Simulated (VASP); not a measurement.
# SrW2 (P-3m1) in VASP: single point with PBE

Aim: the single point of SrW2 with PBE.

Program: VASP 6.6.1. These are calculated values, not measurements. Logs are shortened: lines on timing, memory, paths and dates and some standing lists are left out, and cuts for length are marked.

## Step 1: The cell of the first run

It takes space group P-3m1 (No. 164, trigonal). The conventional cell has a = 3.269 Å, b = 3.269 Å, c = 7.451 Å, α = 90.00°, β = 90.00°, γ = 120.00°. Within 4.3 Å of Sr (site symmetry -3m) lie 6 Sr at 3.27 Å and 6 W at 3.45 Å. W (site symmetry 3m) has 9 W at 2.53 to 3.27 Å within 3.3 Å.

The cell was built from a structure type or drawn by symmetry, and may not be a known phase.

## Step 2: Single point, PBE

INCAR

```
PREC = Accurate
ENCUT = 520
EDIFF = 1E-7
ISMEAR = 0
SIGMA = 0.1
LREAL = F
LASPH = T
NELM = 100
ALGO = Fast
ISIF = 2
LWAVE = F
LCHARG = F
GGA = PE
NBANDS = 26
```

KPOINTS

```
Automatic mesh
0
Gamma
  18 18 6
```

POSCAR

```
SrW2
1.0
    3.2687821122      0.0000000000      0.0000000000
   -1.6343910561      2.8308483486      0.0000000000
    0.0000000000      0.0000000000      7.4513464923
Sr W
1 2
Direct
    0.0000000000      0.0000000000      0.5000000000
    0.3333333333      0.6666666667      0.8873383251
    0.6666666667      0.3333333333      0.1126616749
```

Potentials or basis: VASP PAW PBE potentials, release 64 (Sr_sv, W_sv).

Command:

```bash
> cat potpaw_PBE.64/Sr_sv/POTCAR potpaw_PBE.64/W_sv/POTCAR > POTCAR
> mpirun -np 1 vasp_std > vasp.out
```

OUTCAR:

```text
PREC = Accurate
   ENCUT = 520
   EDIFF = 1E-7
   ISMEAR = 0
   LREAL = F
   LASPH = T
   NELM = 100
   ISIF = 2
   GGA = PE

 ion  position               nearest neighbor table
   1  0.000  0.000  0.500-   2 3.45   3 3.45   2 3.45   3 3.45   3 3.45   2 3.45
   2  0.333  0.667  0.887-   3 2.53   3 2.53   3 2.53   1 3.45   1 3.45   1 3.45
   3  0.667  0.333  0.113-   2 2.53   2 2.53   2 2.53   1 3.45   1 3.45   1 3.45

  LATTYP: Found a hexagonal cell.
 ALAT       =     3.2687821122
 C/A-ratio  =     2.2795482343

  Lattice vectors:

 A1 = (   3.2687821122,   0.0000000000,   0.0000000000)
 A2 = (  -1.6343910561,   2.8308483486,   0.0000000000)
 A3 = (   0.0000000000,   0.0000000000,   7.4513464923)

Analysis of symmetry for initial positions (statically):
=====================================================================
 Subroutine PRICEL returns:
 Original cell was already a primitive cell.

 Routine SETGRP: Setting up the symmetry group for a
 hexagonal supercell.

 Subroutine GETGRP returns: Found 12 space group operations
 (whereof 12 operations were pure point group operations)
 out of a pool of 24 trial point group operations.

The static configuration has the point symmetry D_3d.

Analysis of symmetry for dynamics (positions and initial velocities):
=====================================================================
 Subroutine PRICEL returns:
 Original cell was already a primitive cell.

 Routine SETGRP: Setting up the symmetry group for a
 hexagonal supercell.

 Subroutine GETGRP returns: Found 12 space group operations
 (whereof 12 operations were pure point group operations)
 out of a pool of 24 trial point group operations.

The dynamic configuration has the point symmetry D_3d.

 Subroutine INISYM returns: Found 12 space group operations
 (whereof 12 operations are pure point group operations),
 and found     1 'primitive' translations

----------------------------------------------------------------------------------------

                                     Primitive cell

  volume of cell :      68.9505

  direct lattice vectors                    reciprocal lattice vectors
     3.268782112  0.000000000  0.000000000     0.305924337  0.176625498  0.000000000
    -1.634391056  2.830848349  0.000000000     0.000000000  0.353250996  0.000000000
     0.000000000  0.000000000  7.451346492     0.000000000  0.000000000  0.134203932

  length of vectors
     3.268782112  3.268782112  7.451346492     0.353250996  0.353250996  0.134203932

  position of ions in fractional coordinates (direct lattice)
     0.000000000  0.000000000  0.500000000
     0.333333333  0.666666667  0.887338325
     0.666666667  0.333333333  0.112661675

  ion indices of the primitive-cell ions
   primitive index   ion index
                 1           1
                 2           2
                 3           3

----------------------------------------------------------------------------------------

 KPOINTS: Automatic mesh

Automatic generation of k-mesh.
 Grid dimensions read from file:
 generate k-points for:   18   18    6

 Generating k-lattice:

  Cartesian coordinates                     Fractional coordinates (reciprocal lattice)
     0.016995796  0.009812528  0.000000000     0.055555556 -0.000000000  0.000000000
     0.000000000  0.019625055  0.000000000     0.000000000  0.055555556  0.000000000
     0.000000000  0.000000000  0.022367322     0.000000000  0.000000000  0.166666667

  Length of vectors
     0.019625055  0.019625055  0.022367322

  Shift w.r.t. Gamma in fractional coordinates (k-lattice)
     0.000000000  0.000000000  0.000000000

 Subroutine IBZKPT returns following result:
 ===========================================

 Found    202 irreducible k-points:

 Following reciprocal coordinates:
            Coordinates               Weight
  0.000000  0.000000  0.000000      1.000000
  0.055556  0.000000  0.000000      6.000000
  0.111111  0.000000  0.000000      6.000000
  0.166667 -0.000000  0.000000      6.000000
  0.222222  0.000000  0.000000      6.000000
  0.277778  0.000000  0.000000      6.000000
[... 16 lines left out ...]
  0.333333  0.111111  0.000000     12.000000
  0.388889  0.111111  0.000000     12.000000
 [... further k-points ...]
   k-points           NKPTS =    202   k-points in BZ     NKDIM =    202   number of bands    NBANDS=     26
   number of dos      NEDOS =    301   number of ions     NIONS =      3
   total plane-waves  NPLWV =  32256
   dimension x,y,z NGX =    24 NGY =   24 NGZ =   56
   dimension x,y,z NGXF=    48 NGYF=   48 NGZF=  112
   ions per type =               1   2
   NGX,Y,Z   is equivalent  to a cutoff of  12.21, 12.21, 12.49 a.u.
   NGXF,Y,Z  is equivalent  to a cutoff of  24.41, 24.41, 24.99 a.u.
 SYSTEM =  unknown system
   PREC   = accura    normal or accurate (medium, high low for compatibility)
   ISTART =      0    job   : 0-new  1-cont  2-samecut
   ICHARG =      2    charge: 1-file 2-atom 10-const
   ISPIN  =      1    spin polarized calculation?
   LNONCOLLINEAR =      F non collinear calculations
   LSORBIT =      F    spin-orbit coupling
   LASPH  =      T    aspherical Exc in radial PAW
   ENCUT  =  520.0 eV  38.22 Ry    6.18 a.u.   6.08  6.08 13.85*2*pi/ulx,y,z
   NELM   =    100;   NELMIN=  2; NELMDL= -5     # of ELM steps
   EDIFF  = 0.1E-06   stopping-criterion for ELM
   LREAL  =      F    real-space projection
   EDIFFG = 0.1E-05   stopping-criterion for IOM
   NSW    =      0    number of steps for IOM
   IBRION =     -1    ionic relax: 0-MD 1-quasi-New 2-CG
   NFREE  =      0    steps in history (QN), initial steepest desc. (CG)
   ISIF   =      2    stress and relaxation
   ISYM   =      2    0-nonsym 1-usesym 2-fastsym
   POTIM  = 0.5000    time-step for ionic-motion
   TEBEG  =    0.0;   TEEND  =   0.0 temperature during run
   PSTRESS=    0.0 pullay stress
   NELECT =      38.0000    total number of electrons
   NUPDOWN=      -1.0000    fix difference up-down
   EMIN   =  10.00;   EMAX   =-10.00  energy-range for DOS
   EFERMI =   0.00;   METHOD = LEGACY
   ISMEAR =     0;   SIGMA  =   0.10  broadening in eV -4-tet -1-fermi 0-gaus
   EFERMI_NEDOS =   21; number of points for ismear=-14 and -15
   IALGO  =     68    algorithm
   IMIX   =      4    mixing-type and parameters
     AMIX     =   0.40;   BMIX     =  1.00
     AMIX_MAG =   1.60;   BMIX_MAG =  1.00
  volume/ion in A,a.u.               =      22.98       155.10
  Fermi-wavevector in a.u.,A,eV,Ry     =   1.342220  2.536427 24.511624  1.801554
  Thomas-Fermi vector in A             =   2.470391
   LORBIT       =      0    0 simple, 1 ext, 2 COOP (PROOUT), +10 PAW based schemes
   GGA     = PE    functional components
   LHFCALC =     F    Hartree Fock is set to
   AEXX    =    0.0000 exact exchange contribution
   IVDW    =     0    specifies the selected vdW correction
   LEPSILON=     F    determine dielectric tensor
   LRPA    =     F    only Hartree local field effects (RPA)
 non-spin polarized calculation
 RMM-DIIS sequential band-by-band and
 Gauss-broadening in eV      SIGMA  =   0.10
  energy-cutoff  :      520.00
  volume of cell :       68.95
 maximum number of plane-waves:      1884
   NGX = 13   NGY = 13   NGZ = 27

 number of electron      38.0000007 magnetization

 Free energy of the ion-electron system (eV)
  ---------------------------------------------------
  ext. energy  EPLUGINS =         0.00000000
  ---------------------------------------------------
  free energy    TOTEN  =       -24.31365002 eV

  energy without entropy =      -24.30189147  energy(sigma->0) =      -24.30777074

 E-fermi :   6.4020     XC(G=0): -11.1009

 val. band max:        6.3933142706   @ k =  -0.1667  -0.4444   0.3333
 cond. band min:       6.4413140778   @ k =  -0.1667  -0.4444   0.1667
 fundamental gap:      0.0479998072
 Fermi energy:         6.4019959627

 k-point     1 :       0.0000    0.0000    0.0000
  band No.  band energies     occupation
      1     -67.4438      2.00000
      2     -67.2134      2.00000
      3     -32.0458      2.00000
      4     -31.7017      2.00000
      5     -31.7017      2.00000
      6     -31.1918      2.00000
[... 18 lines left out ...]
     25      10.3780      0.00000
     26      10.3790      0.00000

 k-point     2 :       0.0556    0.0000    0.0000
  band No.  band energies     occupation
      1     -67.4419      2.00000
      2     -67.2147      2.00000
      3     -32.0469      2.00000
      4     -31.7176      2.00000
      5     -31.7069      2.00000
      6     -31.1923      2.00000
[... 18 lines left out ...]
     25      10.2389      0.00000
     26      10.4197      0.00000

 k-point     3 :       0.1111    0.0000    0.0000
  band No.  band energies     occupation
      1     -67.4364      2.00000
      2     -67.2184      2.00000
      3     -32.0504      2.00000
      4     -31.7610      2.00000
      5     -31.7216      2.00000
      6     -31.1935      2.00000
[... 18 lines left out ...]
     25       9.9349      0.00000
     26      10.5012      0.00000

 k-point     4 :       0.1667   -0.0000    0.0000
  band No.  band energies     occupation
      1     -67.4276      2.00000
      2     -67.2244      2.00000
      3     -32.0572      2.00000
      4     -31.8220      2.00000
      5     -31.7435      2.00000
      6     -31.1939      2.00000
[... 18 lines left out ...]
     25       9.6664      0.00000
     26      10.4762      0.00000
[... 496 lines left out ...]
      1     -67.3829      2.00000
      2     -67.2578      2.00000
      3     -32.1008      2.00000
      4     -32.0128      2.00000
      5     -31.8478      2.00000
      6     -31.1694      2.00000
[... 18 lines left out ...]
     25       9.9737      0.00000
     26      10.1487      0.00000

 k-point    23 :       0.3333    0.1111    0.0000
  band No.  band energies     occupation
      1     -67.3684      2.00000
      2     -67.2697      2.00000
      3     -32.1173      2.00000
      4     -32.0492      2.00000
      5     -31.8685      2.00000
      6     -31.1649      2.00000
[... 18 lines left out ...]
     25      10.0226      0.00000
     26      10.4846      0.00000

 k-point    24 :       0.3889    0.1111    0.0000
  band No.  band energies     occupation
      1     -67.3565      2.00000
      2     -67.2798      2.00000
      3     -32.1312      2.00000
      4     -32.0696      2.00000
      5     -31.8817      2.00000
      6     -31.1619      2.00000
[... 18 lines left out ...]
     25      10.1376      0.00000
     26      10.5556      0.00000

 [... further k-points ...]

------------------------ aborting loop because EDIFF is reached ----------------------------------------

  FORCE on cell =-STRESS in cart. coord.  units (eV):
  Direction    XX          YY          ZZ          XY          YZ          ZX
  --------------------------------------------------------------------------------------
  -------------------------------------------------------------------------------------
  Total        0.1670569      0.1670569      0.2116849      0.0000000      0.0000000     -0.0000000
  in kB        3.8818393      3.8818393      4.9188440      0.0000000      0.0000000     -0.0000000
  external PRESSURE =       4.2275076 kB  Pullay stress =       0.0000000 kB

 VOLUME and BASIS-vectors are now :
 -----------------------------------------------------------------------------
  energy-cutoff  :      520.00
  volume of cell :       68.95
      direct lattice vectors                 reciprocal lattice vectors
     3.268782112  0.000000000  0.000000000     0.305924337  0.176625498  0.000000000
    -1.634391056  2.830848349  0.000000000     0.000000000  0.353250996  0.000000000
     0.000000000  0.000000000  7.451346492     0.000000000  0.000000000  0.134203932

 POSITION                                       TOTAL-FORCE (eV/Angst)
 -----------------------------------------------------------------------------------
      0.00000      0.00000      3.72567         0.000000      0.000000      0.000000
     -0.00000      1.88723      6.61187         0.000000      0.000000     -0.068357
      1.63439      0.94362      0.83948        -0.000000     -0.000000      0.068357
 -----------------------------------------------------------------------------------
    total drift:                                0.000000     -0.000000     -0.000000

  FREE ENERGIE OF THE ION-ELECTRON SYSTEM (eV)
  ---------------------------------------------------
  free  energy   TOTEN  =       -24.3136500154 eV

  energy  without entropy=      -24.3018914741  energy(sigma->0) =      -24.30777074
```

Run time: 7.3 min. Hardware: 1 thread of Intel Xeon Platinum 8488C (Sapphire Rapids), shared host; peak memory 0.43 GiB.

What came out:

* Free energy: -24.3137 eV
* Pressure: 0.4 GPa
* Largest force: 0.068 eV/Å
* Band gap on the k mesh: zero (bands 19 and 20 overlap by 1.46 eV)

Forces in eV/Å, atoms in the order of the input:
```
Sr   0.000  0.000  0.000
W    0.000  0.000 -0.068
W    0.000  0.000  0.068
```

Stress tensor (GPa, compression positive):
```
0.39 0.00 0.00
0.00 0.39 0.00
0.00 0.00 0.49
```

Caveat: spin-orbit coupling is left out, which moves the levels of the heavy elements.
